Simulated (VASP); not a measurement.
# AlNi3 (P4/mmm) in VASP: further runs, part 2 of 2

VASP 6.6.1. Earlier steps stand in the parts before.

## Step 4: Single point, PBE, collinear spin, ferromagnetic start

This run uses another cell than the first one, of 11.15 Å³/atom.

The input, INCAR:

```
SYSTEM = AlNi3
PREC     = Accurate       ! precision mode
ENCUT    = 520            ! plane-wave cutoff, eV
EDIFF    = 1E-6           ! SCF threshold, eV
ISMEAR   = -1             ! smearing method
SIGMA    = 0.05           ! smearing width, eV
LREAL    = .False.        ! projectors in reciprocal space
LASPH    = .True.         ! aspherical terms in the spheres
NELM     = 150            ! most SCF steps
ALGO     = Normal         ! electronic algorithm
ISIF     = 2              ! what is computed and relaxed
LWAVE    = .False.        ! write WAVECAR
LCHARG   = .False.        ! write CHGCAR
ISPIN    = 2              ! spin polarisation
MAGMOM   = 1 1 1 0        ! initial moments
LORBIT   = 11             ! projections on sites
LMAXMIX  = 4              ! l up to which the mixer works
GGA      = PE             ! functional
NBANDS   = 28             ! bands
```

The input, KPOINTS:

```
Automatic mesh
0
Gamma
  6 6 6
  0 0 0
```

The input, POSCAR:

```
AlNi3
1.0
    3.5582852740      0.0000000000      0.0000000000
    0.0000000000      3.5582852740      0.0000000000
    0.0000000000      0.0000000000      3.5230547267
Ni Al
3 1
Direct
    0.5000000000      0.5000000000      0.0000000000
    0.5000000000      0.0000000000      0.5000000000
    0.0000000000      0.5000000000      0.5000000000
    0.0000000000      0.0000000000      0.0000000000
```

Command:

```sh
$ cat potpaw_PBE.64/Ni/POTCAR potpaw_PBE.64/Al/POTCAR > POTCAR
$ mpirun -np 1 vasp_std > vasp.out
```

It took 58 s on 1 thread of Intel Xeon 6975P-C (Granite Rapids), shared host; peak memory 0.21 GiB.

Results (log left out):

| Quantity | Value |
| --- | --- |
| Free energy | -21.9044 eV |
| Pressure | 3.5 GPa |
| Net moment | 0.69 μB per cell |
| Site moments | Ni +0.25; Al -0.01 μB |
| Valence electrons inside the program's atomic spheres | Ni 9.41; Al 0.81 |

Stress tensor (GPa, compression positive):
```
3.16 0.00 0.00
0.00 3.16 0.00
0.00 0.00 4.08
```

Levels at points of the mesh, in eV from the Fermi level:
Spin up:
```csv
k point,band 14,band 15,band 16,band 17,band 18,band 19,band 20,band 21
"(0.00, 0.00, 0.00)",-0.10,-0.07,-0.07,0.81,0.81,1.03,6.55,6.67
"(0.50, 0.00, 0.00)",-1.19,-1.05,-0.50,-0.06,5.46,5.56,5.63,5.74
"(0.50, 0.50, 0.00)",-1.21,-1.00,-0.98,-0.58,0.83,0.83,8.30,8.31
"(0.00, 0.00, 0.50)",-1.15,-1.04,-0.53,-0.10,5.57,5.57,5.59,5.59
"(0.50, 0.00, 0.50)",-1.19,-0.98,-0.96,-0.57,0.86,0.87,8.15,8.19
"(0.50, 0.50, 0.50)",-1.09,-1.05,-0.26,-0.26,-0.24,-0.17,3.45,4.06
```
Spin down:
```tsv
k point	band 13	band 14	band 15	band 16	band 17	band 18	band 19	band 20
(0.00, 0.00, 0.00)	0.01	0.32	0.36	0.36	0.78	0.78	0.99	6.64
(0.50, 0.00, 0.00)	-0.92	-0.91	-0.82	-0.31	0.36	5.52	5.60	5.69
(0.50, 0.50, 0.00)	-1.16	-1.10	-0.80	-0.60	-0.45	1.11	1.11	8.31
(0.00, 0.00, 0.50)	-0.95	-0.95	-0.82	-0.35	0.32	5.62	5.62	5.64
(0.50, 0.00, 0.50)	-1.12	-1.08	-0.77	-0.58	-0.44	1.14	1.15	8.19
(0.50, 0.50, 0.50)	-1.15	-0.91	-0.87	-0.19	0.10	0.10	0.13	3.54
```

Caveat: the cell stands under pressure.

## Step 5: Single point, PBE, collinear spin, ferromagnetic start

This run uses another cell than the first one, of 11.37 Å³/atom.

The input, INCAR:

```
SYSTEM = AlNi3
PREC = Accurate
ENCUT = 520
EDIFF = 1E-6
ISMEAR = -1
SIGMA = 0.05
LREAL = .False.
LASPH = .True.
NELM = 150
ALGO = Normal
ISIF = 2
LWAVE = .False.
LCHARG = .False.
ISPIN = 2
MAGMOM = 1 1 1 0
LORBIT = 11
LMAXMIX = 4
GGA = PE
NBANDS = 28
```

KPOINTS is that of step 4.

POSCAR: that of step 4 with these lines changed.

```diff
@@ -2,4 +2,4 @@
 1.0
-    3.5582852740      0.0000000000      0.0000000000
-    0.0000000000      3.5582852740      0.0000000000
+    3.5935158212      0.0000000000      0.0000000000
+    0.0000000000      3.5935158212      0.0000000000
     0.0000000000      0.0000000000      3.5230547267
```

Potentials or basis: VASP PAW PBE potentials, release 64 (Ni, Al).

Command:

```sh
$ cat potpaw_PBE.64/Ni/POTCAR potpaw_PBE.64/Al/POTCAR > POTCAR
$ mpirun -np 1 vasp_std > vasp.out
```

OUTCAR:

```text
SYSTEM = AlNi3
   PREC = Accurate
   ENCUT = 520
   EDIFF = 1E-6
   ISMEAR = -1
   LREAL = .False.
   LASPH = .True.
   NELM = 150
   ISIF = 2
   ISPIN = 2
   LORBIT = 11
   GGA = PE

 ion  position               nearest neighbor table
   1  0.500  0.500  0.000-   2 2.52   3 2.52   2 2.52   3 2.52   2 2.52   2 2.52   3 2.52   3 2.52
                             4 2.54   4 2.54   4 2.54   4 2.54
   2  0.500  0.000  0.500-   1 2.52   4 2.52   1 2.52   4 2.52   1 2.52   1 2.52   4 2.52   4 2.52
                             3 2.54   3 2.54   3 2.54   3 2.54
   3  0.000  0.500  0.500-   1 2.52   4 2.52   1 2.52   4 2.52   4 2.52   4 2.52   1 2.52   1 2.52
                             2 2.54   2 2.54   2 2.54   2 2.54
   4  0.000  0.000  0.000-   2 2.52   3 2.52   2 2.52   3 2.52   3 2.52   3 2.52   2 2.52   2 2.52
                             1 2.54   1 2.54   1 2.54   1 2.54

  LATTYP: Found a simple tetragonal cell.
[... 1724 lines left out ...]
 -----------------------------------------------------------------------------------
      1.79676      1.79676      0.00000         0.000000      0.000000      0.000000
      1.79676      0.00000      1.76153         0.000000      0.000000      0.000000
      0.00000      1.79676      1.76153         0.000000      0.000000      0.000000
      0.00000      0.00000      0.00000         0.000000      0.000000      0.000000
 -----------------------------------------------------------------------------------
    total drift:                                0.000000      0.000000      0.000000

  FREE ENERGIE OF THE ION-ELECTRON SYSTEM (eV)
  ---------------------------------------------------
  free  energy   TOTEN  =       -21.9099699599 eV

  energy  without entropy=      -21.8806521910  energy(sigma->0) =      -21.89531108

 total charge

# of ion       s       p       d       tot
------------------------------------------
    1        0.489   0.509   8.373   9.371
    2        0.490   0.509   8.378   9.377
    3        0.490   0.509   8.378   9.377
    4        0.408   0.389   0.000   0.797
--------------------------------------------------
tot          1.877   1.916  25.129  28.923

 magnetization (x)

# of ion       s       p       d       tot
------------------------------------------
    1       -0.003  -0.009   0.267   0.255
    2       -0.003  -0.009   0.256   0.244
    3       -0.003  -0.009   0.256   0.244
    4       -0.000  -0.008   0.000  -0.009
--------------------------------------------------
tot         -0.009  -0.036   0.779   0.734
```

It took 57 s on 1 thread of Intel Xeon 6975P-C (Granite Rapids), shared host; peak memory 0.22 GiB.

What came out:

| Item | Value |
| --- | --- |
| Free energy | -21.9100 eV |
| Pressure | -0.3 GPa |
| Net moment | 0.69 μB per cell |
| Site moments | Ni +0.26, +0.24 (each value once); Al -0.01 μB |
| Valence electrons inside the program's atomic spheres | Ni 9.37, 9.38 (each value once); Al 0.80 |

Stress tensor (GPa, compression positive):
```
-0.78  0.00  0.00
 0.00 -0.78  0.00
 0.00  0.00  0.73
```

## Step 6: Single point, PBE, collinear spin, ferromagnetic start

This run uses another cell than the first one, of 11.82 Å³/atom.

INCAR: that of step 5 with these lines changed.

```diff
@@ -9,3 +9,3 @@
 NELM = 150
-ALGO = Normal
+ALGO = Fast
 ISIF = 2
```

KPOINTS is that of step 5.

POSCAR: that of step 5 with these lines changed.

```diff
@@ -2,4 +2,4 @@
 1.0
-    3.5935158212      0.0000000000      0.0000000000
-    0.0000000000      3.5935158212      0.0000000000
+    3.6639769158      0.0000000000      0.0000000000
+    0.0000000000      3.6639769158      0.0000000000
     0.0000000000      0.0000000000      3.5230547267
```

Potentials or basis: VASP PAW PBE potentials, release 64 (Ni, Al).

Command:

```sh
$ cat potpaw_PBE.64/Ni/POTCAR potpaw_PBE.64/Al/POTCAR > POTCAR
$ mpirun -np 1 vasp_std > vasp.out
```

Wall time 61 s (1 thread of Intel Xeon 6975P-C (Granite Rapids), shared host); peak memory 0.22 GiB.

It converged, with:

```
Free energy                                           : -21.8613 eV
Pressure                                              : -6.7 GPa
Net moment                                            : 0.68 μB per cell
Site moments                                          : Ni +0.26, +0.24 (each value once); Al -0.01 μB
Valence electrons inside the program's atomic spheres : Ni 9.30, 9.31 (each value once); Al 0.78
```

Stress tensor (GPa, compression positive):
```
-7.57  0.00  0.00
 0.00 -7.57  0.00
 0.00  0.00 -4.93
```

Levels at points of the mesh, in eV from the Fermi level:
Spin up:
```
           k point  band 14  band 15  band 16  band 17  band 18  band 19  band 20  band 21
(0.00, 0.00, 0.00)    -0.18    -0.06    -0.06     0.60     0.60     1.42     6.03     6.26
(0.50, 0.00, 0.00)    -1.08    -0.99    -0.46    -0.06     4.91     5.17     5.56     5.88
(0.50, 0.50, 0.00)    -1.16    -0.98    -0.97    -0.57     0.67     0.67     8.05     8.30
(0.00, 0.00, 0.50)    -1.00    -0.96    -0.56    -0.18     5.30     5.30     5.31     5.31
(0.50, 0.00, 0.50)    -1.07    -0.91    -0.88    -0.53     0.80     0.81     7.65     7.67
(0.50, 0.50, 0.50)    -1.09    -0.92    -0.28    -0.28    -0.21    -0.08     3.07     3.73
```
Spin down:
```
           k point  band 12  band 13  band 14  band 15  band 16  band 17  band 18  band 19  band 20  band 21
(0.00, 0.00, 0.00)    -0.29     0.00     0.21     0.37     0.37     0.56     0.56     1.38     6.12     6.33
(0.50, 0.00, 0.00)    -1.01    -0.84    -0.79    -0.77    -0.27     0.37     4.96     5.21     5.61     5.91
(0.50, 0.50, 0.00)    -1.11    -1.07    -1.04    -0.79    -0.59    -0.42     0.94     0.94     8.06     8.33
(0.00, 0.00, 0.50)    -0.93    -0.93    -0.84    -0.74    -0.39     0.21     5.34     5.34     5.36     5.36
(0.50, 0.00, 0.50)    -1.04    -0.98    -0.94    -0.70    -0.52    -0.40     1.08     1.10     7.67     7.70
(0.50, 0.50, 0.50)    -1.08    -1.02    -0.91    -0.74    -0.10     0.07     0.07     0.16     3.16     3.92
```

Caveat: the cell stands under tension.

## Step 7: The runs side by side

```tsv
cell	k mesh	gap on the mesh (eV)	pressure (GPa)	moment (μB)
a = 3.453, b = 3.453, c = 3.523 Å, 4 atoms	7 × 7 × 6	none	16.8	0.65
a = 3.488, b = 3.488, c = 3.523 Å, 4 atoms	7 × 7 × 6	none	11.8	0.68
a = 3.558, b = 3.558, c = 3.523 Å, 4 atoms	6 × 6 × 6	none	3.5	0.69
a = 3.594, b = 3.594, c = 3.523 Å, 4 atoms	6 × 6 × 6	none	-0.3	0.69
a = 3.664, b = 3.664, c = 3.523 Å, 4 atoms	6 × 6 × 6	none	-6.7	0.68
```

Alike in all rows: task single point; level PBE; potentials or basis VASP PAW PBE potentials, release 64 (Ni, Al); spin collinear, ferromagnetic start; cutoff (eV) 520; smearing fermi-dirac 0.05 eV.

Caveats: the cell stands under pressure (at least some runs); the cell stands under tension (at least some runs).

Absolute energies hang on the potentials; compare differences alone.
